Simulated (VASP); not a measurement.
Wanted: the native input for a VASP 6.6.1 run.

```yaml
Task: single point
Functional: r2SCAN
Potentials_or_basis: VASP PAW PBE potentials, release 64 (Cs_sv, H)
Cutoff: 520 eV
k_mesh: 6 × 6 × 4
Occupations: gaussian, width 0.02 eV
Spin: no spin polarisation
Dipole_correction: no
Further_INCAR_settings: ALGO = Normal; EDIFF = 1e-07; NBANDS = 18
```

The system is CsH.

```
Cs H
1.0
     3.18800    3.18800    0.00000
    -3.18800    3.18800    0.00000
     0.00000    0.00000    6.37600
Cs H
2 2
Direct
  0.00000 0.00000 0.00000
  0.50000 0.50000 0.50000
  0.50000 0.50000 0.00000
  0.00000 0.00000 0.50000
```

These files were run (other wordings do the same):

POSCAR

```
CsH
1.0
    3.1880000000      3.1880000000      0.0000000000
   -3.1880000000      3.1880000000      0.0000000000
    0.0000000000      0.0000000000      6.3760000000
Cs H
2 2
Direct
    0.0000000000      0.0000000000      0.0000000000
    0.5000000000      0.5000000000      0.5000000000
    0.5000000000      0.5000000000      0.0000000000
    0.0000000000      0.0000000000      0.5000000000
```

INCAR.step1

```
SYSTEM = CsH
PREC = Accurate ; ENCUT = 520
ISMEAR = 0 ; SIGMA = 0.02
LREAL = .False. ; LASPH = .True.
NELM = 60 ; NBANDS = 18
GGA = PE ; ALGO = Normal
EDIFF = 1E-4 ; LWAVE = .True.
LCHARG = .False.
```

INCAR.step2

```
SYSTEM = CsH
PREC = Accurate ; ENCUT = 520
EDIFF = 1E-7 ; ISMEAR = 0
SIGMA = 0.02 ; LREAL = .False.
LASPH = .True. ; NELM = 60
ALGO = Normal ; ISIF = 2
LWAVE = .False. ; LCHARG = .False.
METAGGA = R2SCAN ; LMIXTAU = .True.
NBANDS = 18 ; ISTART = 1
```

KPOINTS

```
regular mesh
0
Gamma
  6 6 4
  0 0 0
```

Potentials or basis: VASP PAW PBE potentials, release 64 (Cs_sv, H).

Run with:

```sh
$ cat potpaw_PBE.64/Cs_sv/POTCAR potpaw_PBE.64/H/POTCAR > POTCAR
$ cp INCAR.step1 INCAR
$ mpirun -np 1 vasp_std > vasp.out
$ cp INCAR.step2 INCAR
$ mpirun -np 1 vasp_std > vasp.out
```

Results of the run:

| Property | Result |
| --- | --- |
| Pressure | 0.0 GPa |
| Band gap on the k mesh | 2.66 eV |

Caveat: the PAW data sets were made with another functional, which shifts forces and pressure a little; spin-orbit coupling is left out, which moves the levels of the heavy elements.

It took 3.5 min on 1 thread of Intel(R) Xeon(R) 6975P-C (Granite Rapids) (shared host), peak memory 0.27 GiB.
